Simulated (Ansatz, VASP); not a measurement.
## BiB in VASP and in Ansatz

Contents of POSCAR:

```
BiB
1.0
    0.1406533227      2.7244036579      2.7244036579
    2.7244036579      0.1406533227      2.7244036579
    2.7244036579      2.7244036579      0.1406533227
B Bi
1 1
Direct
    0.0032364947      0.0032364947      0.0032364947
    0.2467635053      0.2467635053      0.2467635053
```

INCAR.step1

```
SYSTEM = BiB
  ALGO = Normal
  EDIFF = 1E-5
  ENCUT = 420
  GGA = PE
  GGA_COMPAT = .False.
  ISIF = 2
  ISMEAR = -1
  LASPH = .True.
  LREAL = .False.
  LWAVE = .True.
  NBANDS = 16
  NELM = 120
  PREC = Accurate
  SIGMA = 0.02
```

INCAR.step2

```
SYSTEM = BiB
  ALGO = Normal
  EDIFF = 1E-6
  ENCUT = 420
  GGA = PE
  GGA_COMPAT = .False.
  HFSCREEN = 0.2079
  ISIF = 2
  ISMEAR = -1
  ISTART = 1
  LASPH = .True.
  LCHARG = .True.
  LELF = .True.
  LHFCALC = .True.
  LREAL = .False.
  LVHAR = .True.
  LWAVE = .False.
  NBANDS = 16
  NELM = 120
  PREC = Accurate
  PRECFOCK = Normal
  SIGMA = 0.02
```

KPOINTS

```
k-points
0
Gamma
  6 6 6
  0 0 0
```

Input for Ansatz:

```yaml
crystal:
  lattice:
    - [0.1406533227, 2.7244036579, 2.7244036579]
    - [2.7244036579, 0.1406533227, 2.7244036579]
    - [2.7244036579, 2.7244036579, 0.1406533227]
  atoms:
    - { symbol: B, position: [0.0032364947, 0.0032364947, 0.0032364947] }
    - { symbol: Bi, position: [0.2467635053, 0.2467635053, 0.2467635053] }
kpoints:
  mp_grid: { grid: [6, 6, 6] }
  band_path:
    path:
      - [0.0, 0.0, 0.0]
      - [-0.5, -0.5, 0.0]
      - [-0.375, -0.375, 0.25]
      - [-0.375, 0.0, 0.375]
      - [0.0, 0.0, 0.5]
      - [-0.5, -0.25, 0.25]
    npoints: 1
hamiltonian:
  xc: hse06
scf:
  occupations: { method: fermi_dirac, width: 0.02 }
  n_extra_bands: 4
output:
  forces: true
  stress: true
  eigenvalues: true
  write_density: true
  write_potential: true
  elf: true
  volumetric_format: npy
```

Change from the starting cell: epitaxial_111 strain -5.9%.

Alike in both runs: task single point; functional HSE06; k mesh 6 × 6 × 6; occupations fermi-dirac, width 0.02 eV; no spin polarisation.

|  | VASP | Ansatz |
| --- | --- | --- |
| version | VASP 6.6.1 | Ansatz 0.2.0 |
| potentials or method | VASP PAW PBE potentials, release 64 (B, Bi_d) | plane waves, PAW |
| plane-wave cutoff (eV) | 420 | 420 |
| valence electrons in the cell | 18 | 18 |

Ansatz gave:

| Quantity | Value |
| --- | --- |
| rms of the force components (eV/Å) | 0.025 |

Problem. Which values does VASP return?

Solution. rms of the force components (eV/Å): 0.028.

Atom by atom the forces differ by 0.003 eV/Å (rms over components). Ansatz's warnings: stress exchange threshold loose, stress scf threshold loose.

Neither program's run includes spin-orbit coupling.
